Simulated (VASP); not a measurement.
Crystal: KCaHfSbO6.

```
K Ca Hf Sb O
1.0
     0.00000    4.06201    4.06201
     4.06201    0.00000    4.06201
     4.06201    4.06201    0.00000
K Ca Hf Sb O
1 1 1 1 6
Direct
  0.25020 0.24980 0.24980
  0.73154 0.76846 0.76846
  0.00026 0.99974 0.99974
  0.50133 0.49867 0.49867
  0.74797 0.25203 0.25203
  0.25753 0.74247 0.74247
  0.74847 0.74197 0.24442
  0.26514 0.24442 0.74197
  0.26514 0.74197 0.24442
  0.74847 0.24442 0.74197
```

- Program: VASP 6.6.1
- Task: relaxation of cell and atoms
- Functional: PBE
- Potentials or basis: VASP PAW PBE potentials, release 64 (K_sv, Ca_sv, Hf_pv, Sb, O)
- Cutoff: 600 eV
- k mesh: 6 × 6 × 6
- Occupations: gaussian, width 0.05 eV
- Spin: no spin polarisation

At the start: pressure -0.7 GPa; volume 13.40 Å³/atom.

Task: How do energy, volume and symmetry change on relaxing?

Result: Over 24 steps the energy falls by 4.0 meV/atom and the volume is 13.43 Å³/atom (+0.2 %); space group Imm2 (No. 44, to 0.1 Å) before and after.

The path:
```tsv
step	energy change (eV)	largest force (eV/Å)	pressure (GPa)	volume (Å³)
1	0.0000	0.2023	-0.72	134.05
2	-0.0026	0.1802	0.70	132.88
3	-0.0045	0.1861	0.13	133.33
4	-0.0067	0.1790	0.14	133.35
5	-0.0120	0.1532	0.18	133.39
6	-0.0159	0.3425	0.32	133.47
7	-0.0167	0.3357	0.30	133.50
8	-0.0190	0.3152	0.23	133.61
9	-0.0228	0.2741	0.10	133.81
10	-0.0267	0.1911	-0.11	134.22
11	-0.0307	0.1666	-0.07	134.22
12	-0.0375	0.1099	0.09	134.20
13	-0.0381	0.1474	0.15	134.19
14	-0.0395	0.0535	0.01	134.31
15	-0.0396	0.0855	-0.06	134.37
16	-0.0400	0.0438	-0.03	134.34
17	-0.0402	0.0410	0.01	134.31
18	-0.0404	0.0283	0.01	134.31
19	-0.0404	0.0264	0.01	134.31
20	-0.0404	0.0170	-0.01	134.32
21	-0.0405	0.0203	-0.02	134.33
22	-0.0405	0.0125	0.01	134.30
23	-0.0405	0.0123	0.01	134.30
24	-0.0405	0.0039	0.00	134.30
```

Final structure:
```cif
data_structure
_symmetry_space_group_name_H-M 'P 1'
_symmetry_Int_Tables_number 1
_cell_length_a 5.7622
_cell_length_b 5.7499
_cell_length_c 5.7499
_cell_angle_alpha 59.738
_cell_angle_beta 59.930
_cell_angle_gamma 59.930
_cell_volume 134.30
loop_
_atom_site_label
_atom_site_type_symbol
_atom_site_fract_x
_atom_site_fract_y
_atom_site_fract_z
_atom_site_occupancy
K1 K 0.24874 0.25126 0.25126 1
Ca1 Ca 0.70525 0.79475 0.79475 1
Hf1 Hf 0.99977 0.00023 0.00023 1
Sb1 Sb 0.50200 0.49800 0.49800 1
O1 O 0.75035 0.24965 0.24965 1
O2 O 0.25918 0.74082 0.74082 1
O3 O 0.75134 0.74024 0.23437 1
O4 O 0.27404 0.23437 0.74024 1
O5 O 0.27404 0.74024 0.23437 1
O6 O 0.75134 0.23437 0.74024 1
```
